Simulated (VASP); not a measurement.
# Nb (Fm-3m) in VASP: a series of runs

The runs below take Nb through electric field gradients, with PBE.

All numbers are computed with VASP 6.6.1; they aren't measurements. Logs are shortened: lines on timing, memory, paths and dates and some standing lists are left out, and cuts for length are marked.

## Step 1: The cell of the first run

Symmetry: Fm-3m, No. 225, cubic system. The conventional cell has a = 4.158 Å, b = 4.158 Å, c = 4.158 Å, α = 90.00°, β = 90.00°, γ = 90.00°. Within 3.9 Å of Nb (site symmetry m-3m) lie 12 Nb at 2.94 Å.

## Step 2: Electric field gradients, PBE (volume scaled by 0.95)

File INCAR:

```
SYSTEM = Nb
PREC = Accurate ; ENCUT = 520
EDIFF = 1E-8 ; ISMEAR = -1
SIGMA = 0.08 ; LREAL = .FALSE.
LASPH = .TRUE. ; NELM = 100
ALGO = Normal ; ISIF = 2
LWAVE = .FALSE. ; LCHARG = .FALSE.
GGA = PE ; LEFG = .TRUE.
NBANDS = 12
```

File KPOINTS:

```
Automatic mesh
0
G
  13 13 13
  0 0 0
```

File POSCAR:

```
Nb
1.0
    0.0000000000      2.0791456158      2.0791456158
    2.0791456158      0.0000000000      2.0791456158
    2.0791456158      2.0791456158      0.0000000000
Nb
1
Direct
    0.0000000000      0.0000000000      0.0000000000
```

Potentials or basis: VASP PAW PBE potentials, release 64 (Nb_sv).

Run with:

```sh
$ cat potpaw_PBE.64/Nb_sv/POTCAR > POTCAR
$ mpirun -np 1 vasp_std > vasp.out
```

OUTCAR:

```text
SYSTEM = Nb
   PREC = Accurate
   ENCUT = 520
   EDIFF = 1E-8
   ISMEAR = -1
   LREAL = .FALSE.
   LASPH = .TRUE.
   NELM = 100
   ISIF = 2
   GGA = PE

 ion  position               nearest neighbor table
   1  0.000  0.000  0.000-

  LATTYP: Found a face centered cubic cell.
 ALAT       =     4.1582912316

  Lattice vectors:

 A1 = (   0.0000000000,   2.0791456158,   2.0791456158)
 A2 = (   2.0791456158,   0.0000000000,   2.0791456158)
 A3 = (   2.0791456158,   2.0791456158,   0.0000000000)

Analysis of symmetry for initial positions (statically):
=====================================================================
 Subroutine PRICEL returns:
 Original cell was already a primitive cell.

 Routine SETGRP: Setting up the symmetry group for a
 face centered cubic supercell.

 Subroutine GETGRP returns: Found 48 space group operations
 (whereof 48 operations were pure point group operations)
 out of a pool of 48 trial point group operations.

The static configuration has the point symmetry O_h .

Analysis of symmetry for dynamics (positions and initial velocities):
=====================================================================
 Subroutine PRICEL returns:
 Original cell was already a primitive cell.

 Routine SETGRP: Setting up the symmetry group for a
 face centered cubic supercell.

 Subroutine GETGRP returns: Found 48 space group operations
 (whereof 48 operations were pure point group operations)
 out of a pool of 48 trial point group operations.

The dynamic configuration has the point symmetry O_h .

 Subroutine INISYM returns: Found 48 space group operations
 (whereof 48 operations are pure point group operations),
 and found     1 'primitive' translations

----------------------------------------------------------------------------------------

                                     Primitive cell

  volume of cell :      17.9757

  direct lattice vectors                    reciprocal lattice vectors
     0.000000000  2.079145616  2.079145616    -0.240483397  0.240483397  0.240483397
     2.079145616  0.000000000  2.079145616     0.240483397 -0.240483397  0.240483397
     2.079145616  2.079145616  0.000000000     0.240483397  0.240483397 -0.240483397

  length of vectors
     2.940355928  2.940355928  2.940355928     0.416529462  0.416529462  0.416529462

  position of ions in fractional coordinates (direct lattice)
     0.000000000  0.000000000  0.000000000

  ion indices of the primitive-cell ions
   primitive index   ion index
                 1           1

----------------------------------------------------------------------------------------

 KPOINTS: Automatic mesh

Automatic generation of k-mesh.
 Grid dimensions read from file:
 generate k-points for:   13   13   13

 Generating k-lattice:

  Cartesian coordinates                     Fractional coordinates (reciprocal lattice)
    -0.018498723  0.018498723  0.018498723     0.076923077  0.000000000  0.000000000
     0.018498723 -0.018498723  0.018498723     0.000000000  0.076923077  0.000000000
     0.018498723  0.018498723 -0.018498723     0.000000000  0.000000000  0.076923077

  Length of vectors
     0.032040728  0.032040728  0.032040728

  Shift w.r.t. Gamma in fractional coordinates (k-lattice)
     0.000000000  0.000000000  0.000000000

 Subroutine IBZKPT returns following result:
 ===========================================

 Found     84 irreducible k-points:

 Following reciprocal coordinates:
            Coordinates               Weight
  0.000000  0.000000  0.000000      1.000000
  0.076923  0.000000  0.000000      8.000000
  0.153846  0.000000  0.000000      8.000000
  0.230769  0.000000  0.000000      8.000000
  0.307692  0.000000  0.000000      8.000000
  0.384615  0.000000  0.000000      8.000000
[... 16 lines left out ...]
  0.384615  0.153846  0.000000     24.000000
  0.461538  0.153846  0.000000     24.000000
 [... further k-points ...]
   k-points           NKPTS =     84   k-points in BZ     NKDIM =     84   number of bands    NBANDS=     12
   number of dos      NEDOS =    301   number of ions     NIONS =      1
   total plane-waves  NPLWV =  13824
   dimension x,y,z NGX =    24 NGY =   24 NGZ =   24
   dimension x,y,z NGXF=    48 NGYF=   48 NGZF=   48
   ions per type =               1
   NGX,Y,Z   is equivalent  to a cutoff of  13.57, 13.57, 13.57 a.u.
   NGXF,Y,Z  is equivalent  to a cutoff of  27.14, 27.14, 27.14 a.u.
 SYSTEM =  Nb
   PREC   = accura    normal or accurate (medium, high low for compatibility)
   ISTART =      0    job   : 0-new  1-cont  2-samecut
   ICHARG =      2    charge: 1-file 2-atom 10-const
   ISPIN  =      1    spin polarized calculation?
   LNONCOLLINEAR =      F non collinear calculations
   LSORBIT =      F    spin-orbit coupling
   LASPH  =      T    aspherical Exc in radial PAW
   ENCUT  =  520.0 eV  38.22 Ry    6.18 a.u.   5.47  5.47  5.47*2*pi/ulx,y,z
   NELM   =    100;   NELMIN=  2; NELMDL= -5     # of ELM steps
   EDIFF  = 0.1E-07   stopping-criterion for ELM
   LREAL  =      F    real-space projection
   EDIFFG = 0.1E-06   stopping-criterion for IOM
   NSW    =      0    number of steps for IOM
   IBRION =     -1    ionic relax: 0-MD 1-quasi-New 2-CG
   NFREE  =      0    steps in history (QN), initial steepest desc. (CG)
   ISIF   =      2    stress and relaxation
   ISYM   =      2    0-nonsym 1-usesym 2-fastsym
   POTIM  = 0.5000    time-step for ionic-motion
   TEBEG  =    0.0;   TEEND  =   0.0 temperature during run
   PSTRESS=    0.0 pullay stress
   NELECT =      13.0000    total number of electrons
   NUPDOWN=      -1.0000    fix difference up-down
   EMIN   =  10.00;   EMAX   =-10.00  energy-range for DOS
   EFERMI =   0.00;   METHOD = LEGACY
   ISMEAR =    -1;   SIGMA  =   0.08  broadening in eV -4-tet -1-fermi 0-gaus
   EFERMI_NEDOS =   21; number of points for ismear=-14 and -15
   IALGO  =     38    algorithm
   IMIX   =      4    mixing-type and parameters
     AMIX     =   0.40;   BMIX     =  1.00
     AMIX_MAG =   1.60;   BMIX_MAG =  1.00
  volume/ion in A,a.u.               =      17.98       121.31
  Fermi-wavevector in a.u.,A,eV,Ry     =   1.469471  2.776898 29.379676  2.159345
  Thomas-Fermi vector in A             =   2.584844
   LORBIT       =      0    0 simple, 1 ext, 2 COOP (PROOUT), +10 PAW based schemes
   GGA     = PE    functional components
[... 5 lines left out ...]
 non-spin polarized calculation
  energy-cutoff  :      520.00
  volume of cell :       17.98
 maximum number of plane-waves:       531
 NGX is ok and might be reduce to    24
   NGX = 11   NGY = 11   NGZ = 11

 number of electron      13.0000000 magnetization

 Free energy of the ion-electron system (eV)
  ---------------------------------------------------
  ext. energy  EPLUGINS =         0.00000000
  ---------------------------------------------------
  free energy    TOTEN  =        -9.89071351 eV

  energy without entropy =       -9.85795335  energy(sigma->0) =       -9.87433343

 E-fermi :  11.5633     XC(G=0): -12.5136

 val. band max:       11.5480438661   @ k =  -0.4615   0.2308   0.0000
 cond. band min:      11.5688139831   @ k =  -0.3846   0.3077   0.0000
 fundamental gap:      0.0207701170
 Fermi energy:        11.5633392637

 k-point     1 :       0.0000    0.0000    0.0000
  band No.  band energies     occupation
      1     -43.1749      2.00000
      2     -18.4767      2.00000
      3     -18.4767      2.00000
      4     -18.4767      2.00000
      5       5.2480      2.00000
      6      11.6484      0.51336
      7      11.6484      0.51336
      8      11.6484      0.51336
      9      14.4021      0.00000
     10      14.4021      0.00000
     11      23.4413      0.00000
     12      28.4105      0.00000

 k-point     2 :       0.0769    0.0000    0.0000
  band No.  band energies     occupation
      1     -43.1620      2.00000
      2     -18.5604      2.00000
      3     -18.4869      2.00000
      4     -18.4869      2.00000
      5       5.4789      2.00000
      6      11.4693      1.52837
      7      11.7538      0.16924
      8      11.7538      0.16924
      9      14.3065      0.00000
     10      14.3065      0.00000
     11      23.9065      0.00000
     12      27.5104      0.00000
[... 301 lines left out ...]
 k-point    23 :       0.3846    0.1538    0.0000
  band No.  band energies     occupation
      1     -42.9748      2.00000
      2     -19.4906      2.00000
      3     -18.7403      2.00000
      4     -18.7129      2.00000
      5       8.1666      2.00000
      6      10.2987      2.00000
      7      11.2733      1.94809
      8      12.5717      0.00001
      9      15.5765      0.00000
     10      16.1517      0.00000
     11      24.1179      0.00000
     12      26.6091      0.00000

 k-point    24 :       0.4615    0.1538    0.0000
  band No.  band energies     occupation
      1     -42.9388      2.00000
      2     -19.6683      2.00000
      3     -18.8064      2.00000
      4     -18.7233      2.00000
      5       8.2456      2.00000
      6      10.4879      2.00000
      7      11.5833      0.87598
      8      12.3213      0.00015
      9      16.5700      0.00000
     10      17.0069      0.00000
     11      22.8153      0.00000
     12      25.3357      0.00000

 [... further k-points ...]
[... 5 lines left out ...]
  --------------------------------------------------------------------------------------
  -------------------------------------------------------------------------------------
  Total        0.8535464      0.8535464      0.8535464      0.0000000      0.0000000      0.0000000
  in kB       76.0769375     76.0769375     76.0769375      0.0000000      0.0000000      0.0000000
  external PRESSURE =      76.0769375 kB  Pullay stress =       0.0000000 kB

 VOLUME and BASIS-vectors are now :
 -----------------------------------------------------------------------------
  energy-cutoff  :      520.00
  volume of cell :       17.98
      direct lattice vectors                 reciprocal lattice vectors
     0.000000000  2.079145616  2.079145616    -0.240483397  0.240483397  0.240483397
     2.079145616  0.000000000  2.079145616     0.240483397 -0.240483397  0.240483397
     2.079145616  2.079145616  0.000000000     0.240483397  0.240483397 -0.240483397

 POSITION                                       TOTAL-FORCE (eV/Angst)
 -----------------------------------------------------------------------------------
      0.00000      0.00000      0.00000         0.000000     -0.000000     -0.000000
 -----------------------------------------------------------------------------------
    total drift:                               -0.000000      0.000000     -0.000000

  FREE ENERGIE OF THE ION-ELECTRON SYSTEM (eV)
  ---------------------------------------------------
  free  energy   TOTEN  =        -9.8907135079 eV

  energy  without entropy=       -9.8579533520  energy(sigma->0) =       -9.87433343

 Electric field gradients (V/A^2)
---------------------------------------------------------------------
 ion       V_xx      V_yy      V_zz      V_xy      V_xz      V_yz
---------------------------------------------------------------------
   1      -0.000     0.000    -0.000    -0.000    -0.000    -0.000
---------------------------------------------------------------------

 Electric field gradients after diagonalization (V/A^2)
 (convention: |V_zz| > |V_xx| > |V_yy|)
----------------------------------------------------------------------
 ion       V_xx      V_yy      V_zz     asymmetry (V_yy - V_xx)/ V_zz
----------------------------------------------------------------------
   1       0.000     0.000    -0.000       0.000
----------------------------------------------------------------------

           NMR quadrupolar parameters

 Cq : quadrupolar parameter    Cq=e*Q*V_zz/h
 eta: asymmetry parameters     (V_yy - V_xx)/ V_zz
 Q  : nuclear electric quadrupole moment in mb (millibarn)
----------------------------------------------------------------------
 ion       Cq(MHz)       eta       Q (mb)
----------------------------------------------------------------------
   1      -0.000       0.000       1.000
----------------------------------------------------------------------
```

It took 14 s on 1 thread of Intel Xeon Platinum 8259CL at 2.50GHz (Skylake/Cascade Lake), shared host; peak memory 0.14 GiB.

What came out:

```
Free energy : -9.8907 eV
Pressure    : 7.6 GPa
```

Caveat: without QUAD_EFG the Cq values of the log hold for a quadrupole moment of 1 mb, not for the nuclei.

## Step 3: Electric field gradients, PBE (volume scaled by 0.95)

File INCAR:

```
PREC = Accurate
ENCUT = 520
EDIFF = 1E-8
ISMEAR = -1
SIGMA = 0.08
LREAL = F
LASPH = T
NELM = 60
ALGO = Normal
ISIF = 2
LWAVE = F
LCHARG = F
GGA = PE
LEFG = T
NBANDS = 12
```

File KPOINTS:

```
Automatic mesh
0
Gamma
  13 13 13
```

POSCAR is that of step 2.

Potentials or basis: VASP PAW PBE potentials, release 64 (Nb_sv).

Run with:

```sh
$ cat potpaw_PBE.64/Nb_sv/POTCAR > POTCAR
$ mpirun -np 1 vasp_std > vasp.out
```

OUTCAR:

```text
PREC = Accurate
   ENCUT = 520
   EDIFF = 1E-8
   ISMEAR = -1
   LREAL = F
   LASPH = T
   NELM = 60
   ISIF = 2
   GGA = PE

 ion  position               nearest neighbor table
   1  0.000  0.000  0.000-

  LATTYP: Found a face centered cubic cell.
 ALAT       =     4.1582912316

  Lattice vectors:

 A1 = (   0.0000000000,   2.0791456158,   2.0791456158)
 A2 = (   2.0791456158,   0.0000000000,   2.0791456158)
 A3 = (   2.0791456158,   2.0791456158,   0.0000000000)

Analysis of symmetry for initial positions (statically):
=====================================================================
 Subroutine PRICEL returns:
 Original cell was already a primitive cell.

 Routine SETGRP: Setting up the symmetry group for a
 face centered cubic supercell.

 Subroutine GETGRP returns: Found 48 space group operations
 (whereof 48 operations were pure point group operations)
 out of a pool of 48 trial point group operations.

The static configuration has the point symmetry O_h .

Analysis of symmetry for dynamics (positions and initial velocities):
=====================================================================
 Subroutine PRICEL returns:
 Original cell was already a primitive cell.

 Routine SETGRP: Setting up the symmetry group for a
 face centered cubic supercell.

 Subroutine GETGRP returns: Found 48 space group operations
 (whereof 48 operations were pure point group operations)
 out of a pool of 48 trial point group operations.

The dynamic configuration has the point symmetry O_h .

 Subroutine INISYM returns: Found 48 space group operations
 (whereof 48 operations are pure point group operations),
 and found     1 'primitive' translations

[... 153 lines left out ...]
      5       5.2480      2.00000
      6      11.6484      0.51336
      7      11.6484      0.51336
      8      11.6484      0.51336
      9      14.4021      0.00000
     10      14.4021      0.00000
     11      23.4413      0.00000
     12      28.4105      0.00000
[... 331 lines left out ...]
 k-point    24 :       0.4615    0.1538    0.0000
  band No.  band energies     occupation
      1     -42.9388      2.00000
      2     -19.6683      2.00000
      3     -18.8064      2.00000
      4     -18.7233      2.00000
      5       8.2456      2.00000
      6      10.4879      2.00000
      7      11.5833      0.87598
      8      12.3213      0.00015
      9      16.5700      0.00000
     10      17.0069      0.00000
     11      22.8153      0.00000
     12      25.3357      0.00000

 [... further k-points ...]
[... 5 lines left out ...]
  --------------------------------------------------------------------------------------
  -------------------------------------------------------------------------------------
  Total        0.8535464      0.8535464      0.8535464      0.0000000      0.0000000      0.0000000
  in kB       76.0769375     76.0769375     76.0769375      0.0000000      0.0000000      0.0000000
  external PRESSURE =      76.0769375 kB  Pullay stress =       0.0000000 kB

 VOLUME and BASIS-vectors are now :
 -----------------------------------------------------------------------------
  energy-cutoff  :      520.00
  volume of cell :       17.98
      direct lattice vectors                 reciprocal lattice vectors
     0.000000000  2.079145616  2.079145616    -0.240483397  0.240483397  0.240483397
     2.079145616  0.000000000  2.079145616     0.240483397 -0.240483397  0.240483397
     2.079145616  2.079145616  0.000000000     0.240483397  0.240483397 -0.240483397

 POSITION                                       TOTAL-FORCE (eV/Angst)
 -----------------------------------------------------------------------------------
      0.00000      0.00000      0.00000         0.000000     -0.000000     -0.000000
 -----------------------------------------------------------------------------------
    total drift:                               -0.000000      0.000000     -0.000000

  FREE ENERGIE OF THE ION-ELECTRON SYSTEM (eV)
  ---------------------------------------------------
  free  energy   TOTEN  =        -9.8907135079 eV

  energy  without entropy=       -9.8579533520  energy(sigma->0) =       -9.87433343

 Electric field gradients (V/A^2)
---------------------------------------------------------------------
 ion       V_xx      V_yy      V_zz      V_xy      V_xz      V_yz
---------------------------------------------------------------------
   1      -0.000     0.000    -0.000    -0.000    -0.000    -0.000
---------------------------------------------------------------------

 Electric field gradients after diagonalization (V/A^2)
 (convention: |V_zz| > |V_xx| > |V_yy|)
----------------------------------------------------------------------
 ion       V_xx      V_yy      V_zz     asymmetry (V_yy - V_xx)/ V_zz
----------------------------------------------------------------------
   1       0.000     0.000    -0.000       0.000
----------------------------------------------------------------------

           NMR quadrupolar parameters

 Cq : quadrupolar parameter    Cq=e*Q*V_zz/h
 eta: asymmetry parameters     (V_yy - V_xx)/ V_zz
 Q  : nuclear electric quadrupole moment in mb (millibarn)
----------------------------------------------------------------------
 ion       Cq(MHz)       eta       Q (mb)
----------------------------------------------------------------------
   1      -0.000       0.000       1.000
----------------------------------------------------------------------
```

OSZICAR:

```text
N       E                     dE             d eps       ncg     rms          rms(c)
DAV:   1     0.115400111002E+03    0.11540E+03   -0.73379E+03  2024   0.108E+03
DAV:   2    -0.556846336893E+01   -0.12097E+03   -0.11686E+03  2164   0.386E+02
DAV:   3    -0.100479026848E+02   -0.44794E+01   -0.43021E+01  2972   0.647E+01
DAV:   4    -0.103034032629E+02   -0.25550E+00   -0.25347E+00  2776   0.141E+01
DAV:   5    -0.103136619856E+02   -0.10259E-01   -0.10253E-01  2988   0.240E+00    0.702E+00
DAV:   6    -0.993121192254E+01    0.38245E+00   -0.60436E-01  3176   0.985E+00    0.252E+00
DAV:   7    -0.988539493512E+01    0.45817E-01   -0.19619E-01  3312   0.559E+00    0.101E+00
DAV:   8    -0.989064261446E+01   -0.52477E-02   -0.13399E-02  2412   0.154E+00    0.390E-02
DAV:   9    -0.989069950056E+01   -0.56886E-04   -0.95319E-04  3352   0.306E-01    0.446E-02
DAV:  10    -0.989071900316E+01   -0.19503E-04   -0.18724E-05  2452   0.611E-02    0.178E-02
DAV:  11    -0.989071371641E+01    0.52867E-05   -0.90510E-06  2560   0.528E-02    0.309E-03
DAV:  12    -0.989071364406E+01    0.72356E-07   -0.61849E-07  2764   0.618E-03    0.917E-04
DAV:  13    -0.989071351481E+01    0.12925E-06   -0.19264E-08  2288   0.177E-03    0.114E-04
DAV:  14    -0.989071350795E+01    0.68626E-08   -0.19505E-09  1488   0.720E-04
   1 F= -.98907135E+01 E0= -.98743334E+01  d E =-.327602E-01
```

stdout:

```text
POSCAR found type information on POSCAR Nb
 POSCAR found :  1 types and       1 ions
 scaLAPACK will be used
 LDA part: xc-table for (Slater+PW92), standard interpolation
 POSCAR, INCAR and KPOINTS ok, starting setup
 FFT: planning ... GRIDC
 FFT: planning ... GRID_SOFT
 FFT: planning ... GRID
 WAVECAR not read
 entering main loop
ion   1
```

It took 14 s on 1 thread of Intel Xeon Platinum 8259CL at 2.50GHz (Skylake/Cascade Lake), shared host; peak memory 0.15 GiB.

What came out:

- Free energy: -9.8907 eV
- Pressure: 7.6 GPa

Levels at points of the mesh, in eV from the Fermi level:
| k point | band 4 | band 5 | band 6 | band 7 | band 8 | band 9 |
| --- | --- | --- | --- | --- | --- | --- |
| (0.00, 0.00, 0.00) | -30.04 | -6.32 | 0.09 | 0.09 | 0.09 | 2.84 |

Caveat: without QUAD_EFG the Cq values of the log hold for a quadrupole moment of 1 mb, not for the nuclei.

[end of part 1 of 2]
